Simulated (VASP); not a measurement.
Wanted: the native input for a VASP 6.6.1 run.

| Quantity | Value |
| --- | --- |
| Task | relaxation of cell and atoms |
| Functional | LDA |
| Potentials or basis | VASP PAW LDA potentials, release 64 (Pb_d, Te) |
| Cutoff | 600 eV |
| k mesh | 7 × 7 × 7 |
| Occupations | gaussian, width 0.01 eV |
| Spin | no spin polarisation |
| Dipole correction | no |
| Further INCAR settings | ALGO = Normal; EDIFF = 1e-07; IBRION = 2; EDIFFG = -0.01; NSW = 60; ISIF = 3 |

The structure of TePb lies in POSCAR:

```
TePb
1.0
    0.0000000000      3.2310000000      3.2310000000
    3.2310000000      0.0000000000      3.2310000000
    3.2310000000      3.2310000000      0.0000000000
Pb Te
1 1
Direct
    0.0000000000      0.0000000000      0.0000000000
    0.5000000000      0.5000000000      0.5000000000
```

One way to write it, as run:

INCAR

```
ALGO = Normal ; EDIFF = 1E-7
EDIFFG = -0.01 ; ENCUT = 600
GGA = CA ; IBRION = 2
ISIF = 3 ; ISMEAR = 0
LASPH = True ; LCHARG = False
LREAL = False ; LWAVE = False
NELM = 60 ; NSW = 60
PREC = Accurate ; SIGMA = 0.01
```

KPOINTS

```
k-points
0
Gamma
  7 7 7
```

Potentials or basis: VASP PAW LDA potentials, release 64 (Pb_d, Te).

Command:

```bash
$ cat potpaw_LDA.64/Pb_d/POTCAR potpaw_LDA.64/Te/POTCAR > POTCAR
$ mpirun -np 1 vasp_std > vasp.out
```

Results of the run:

| Quantity | Value |
| --- | --- |
| Relaxed volume | 32.52 Å³/atom |
| Relaxed cell | a = 4.514 Å, b = 4.514 Å, c = 4.514 Å, α = 60.00°, β = 60.00°, γ = 60.00° |
| Space group after relaxing (to 0.1 Å) | Fm-3m (No. 225) |
| Energy gained by relaxing | 6.4 meV/atom |
| Ionic steps | 3 |
| Pressure after relaxing | 0.0 GPa |

Run time: 49 s on 1 thread of Intel(R) Xeon(R) Platinum 8259CL CPU @ 2.50GHz (Skylake/Cascade Lake), on a shared host, peak memory 0.21 GiB.
